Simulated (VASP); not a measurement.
Runs of VASP 6.6.1 on GaP. The structure is that of space group F-43m (No. 216), or close to it. The cells are those of the table. 

| task | level | cell | k mesh | smearing | gap on the mesh (eV) | pressure (GPa) |
| --- | --- | --- | --- | --- | --- | --- |
| single point | r2SCAN+D4 | a = 3.828 Å, angles 60.0°, 2 atoms | 8 × 8 × 8 | fermi-dirac 0.05 eV | 1.87 | 0.8 |
| single point | r2SCAN-based global hybrid with 25 % exact exchange | a = 3.854 Å, angles 60.0°, 2 atoms | 5 × 5 × 5 | fermi-dirac 0.05 eV | (b) | -1.0 |
| single point | r2SCAN+D4 | a = 3.905 Å, angles 60.0°, 2 atoms | 8 × 8 × 8 | fermi-dirac 0.05 eV | 1.91 | -4.1 |
| single point | r2SCANh | a = 3.775 Å, angles 60.0°, 2 atoms | 4 × 4 × 4 | fermi-dirac 0.05 eV | 2.27 | 6.5 |
| dielectric tensor | PBE | a = 3.854 Å, angles 60.0°, 2 atoms | 8 × 8 × 8 | gaussian 0.01 eV | 1.64 | - |
| single point | PBE | a = 3.854 Å, angles 60.0°, 2 atoms | 8 × 8 × 8 | gaussian 0.025 eV | 1.64 | 2.5 |
| single point | PBE | a = 3.854 Å, angles 60.0°, 2 atoms | 6 × 6 × 6 | fermi-dirac 0.02 eV | (a) | 2.5 |

Alike in all rows: no spin polarisation.

Problem. Estimate the missing entries.

Solution. (a) 1.65; (b) 3.13.

Caveats: some runs use coarse meshes; the PAW data sets were made with another functional, which shifts forces and pressure a little (at least some runs); an odd mesh through Γ misses points on the zone boundary, where band edges can lie (at least some runs); the cell stands under tension (at least some runs).

A k mesh can miss the band edges, and the runs leave out spin-orbit coupling on Ga.
